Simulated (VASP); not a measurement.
Set up this calculation in VASP 6.6.1, as the native input.

```
Task                   : single point
Functional             : PBE
Potentials or basis    : VASP PAW PBE potentials, release 64 (Co, Fe)
Cutoff                 : 600 eV
k mesh                 : 12 × 12 × 12
Occupations            : fermi-dirac, width 0.1 eV
Spin                   : no spin polarisation
Dipole correction      : no
Further INCAR settings : ALGO = Normal; EDIFF = 1e-06; NBANDS = 16
```

The structure of FeCo lies in POSCAR:

```
FeCo
1.0
    2.8824960000      0.0000000000      0.0000000000
    0.0000000000      2.8824960000      0.0000000000
    0.0000000000      0.0000000000      2.8824960000
Co Fe
1 1
Direct
    0.0000000000      0.0000000000      0.0000000000
    0.5000000000      0.5000000000      0.5000000000
```

These files were run (other wordings do the same):

INCAR

```
ALGO     = Normal         # electronic algorithm
EDIFF    = 1E-6           # SCF threshold, eV
ENCUT    = 600            # plane-wave cutoff, eV
GGA      = PE             # functional
GGA_COMPAT= False        
ISIF     = 2              # what is computed and relaxed
ISMEAR   = -1             # smearing method
LASPH    = True           # aspherical terms in the spheres
LCHARG   = False          # write CHGCAR
LREAL    = False          # projectors in reciprocal space
LWAVE    = False          # write WAVECAR
NBANDS   = 16             # bands
NELM     = 120            # most SCF steps
PREC     = Accurate       # precision mode
SIGMA    = 0.1            # smearing width, eV
```

KPOINTS

```
k-points
0
Gamma
  12 12 12
```

Potentials or basis: VASP PAW PBE potentials, release 64 (Co, Fe).

Command:

```sh
$ cat potpaw_PBE.64/Co/POTCAR potpaw_PBE.64/Fe/POTCAR > POTCAR
$ mpirun -np 1 vasp_std > vasp.out
```

Results of the run:

```yaml
Pressure: -23.5 GPa
```

Caveat: the run has no spin polarisation, though such a crystal can be magnetic.

It took 36 s on 1 thread of Intel(R) Xeon(R) Platinum 8259CL CPU @ 2.50GHz (Skylake/Cascade Lake), with other jobs on the host, peak memory 0.17 GiB.
